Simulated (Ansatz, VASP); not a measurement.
# One calculation of NaCl, two programs

The input POSCAR:

```
NaCl
1.0
    0.0000000000      2.8100000000      2.8100000000
    2.8100000000      0.0000000000      2.8100000000
    2.8100000000      2.8100000000      0.0000000000
Na Cl
1 1
Direct
    0.0000000000      0.0000000000      0.0000000000
    0.5000000000      0.5000000000      0.5000000000
```

File INCAR.step1:

```
ALGO     = Normal         # electronic algorithm
EDIFF    = 1E-4           # SCF threshold, eV
ENCUT    = 600            # plane-wave cutoff, eV
GGA      = PE             # functional
ISMEAR   = 0              # smearing method
LASPH    = T              # aspherical terms in the spheres
LCHARG   = F              # write CHGCAR
LREAL    = F              # projectors in reciprocal space
LWAVE    = T              # write WAVECAR
NELM     = 100            # most SCF steps
PREC     = Accurate       # precision mode
SIGMA    = 0.02           # smearing width, eV
```

The input INCAR.step2:

```
ALGO     = Normal         # electronic algorithm
EDIFF    = 1E-6           # SCF threshold, eV
EDIFFG   = -0.005         # ionic threshold
ENCUT    = 600            # plane-wave cutoff, eV
IBRION   = 2              # ionic algorithm
ISIF     = 3              # what is computed and relaxed
ISMEAR   = 0              # smearing method
ISTART   = 1            
LASPH    = T              # aspherical terms in the spheres
LCHARG   = F              # write CHGCAR
LMIXTAU  = T            
LREAL    = F              # projectors in reciprocal space
LWAVE    = F              # write WAVECAR
METAGGA  = R2SCAN         # meta-GGA
NELM     = 100            # most SCF steps
NSW      = 100            # ionic steps
PREC     = Accurate       # precision mode
SIGMA    = 0.02           # smearing width, eV
```

The input KPOINTS:

```
k-points
0
Gamma
  8 8 8
```

Input for Ansatz:

```yaml
crystal:
  lattice:
    - [0.0, 2.81, 2.81]
    - [2.81, 0.0, 2.81]
    - [2.81, 2.81, 0.0]
  atoms:
    - { symbol: Na, position: [0.0, 0.0, 0.0] }
    - { symbol: Cl, position: [0.5, 0.5, 0.5] }
basis:
  ecutwfc: 500
kpoints:
  mp_grid: { grid: [8, 8, 8] }
hamiltonian:
  xc: r2scan
scf:
  occupations: { method: gaussian, width: 0.02 }
output:
  forces: true
  stress: true
  eigenvalues: true
  write_density: true
  write_potential: true
  elf: true
  volumetric_format: npy
relax:
  adjacent_minimum: "off"
  f_tol: 0.005
  max_steps: 80
  cell: { stress_tol: 0.05 }
```

Alike in both runs: task relaxation of cell and atoms; functional r2SCAN; k mesh 8 × 8 × 8; occupations gaussian, width 0.02 eV; no spin polarisation.

|  | VASP | Ansatz |
| --- | --- | --- |
| version | VASP 6.6.1 | Ansatz 0.2.0 |
| potentials or method | VASP PAW PBE potentials, release 64 (Na_pv, Cl), cutoff 600 eV | scalar-relativistic, plane waves, PAW |
| valence electrons in the cell | 14 | 16 |

|  | VASP | Ansatz | Ansatz less VASP |
| --- | --- | --- | --- |
| gap on the k mesh at the Fermi level, each at its own relaxed structure (eV) | 6.02 | 5.97 | -0.055 |
| relaxed volume (Å³/atom) | 21.88 | 22.05 | +0.163 |
| relaxed cell length with the largest relative difference (Å) | 3.956 | 3.965 | +0.0098 |

VASP's potentials were made for PBE, not for r2SCAN. VASP's potentials hold 14 valence electrons a cell and Ansatz's 16, so a difference there can come from the potentials and not from the codes.
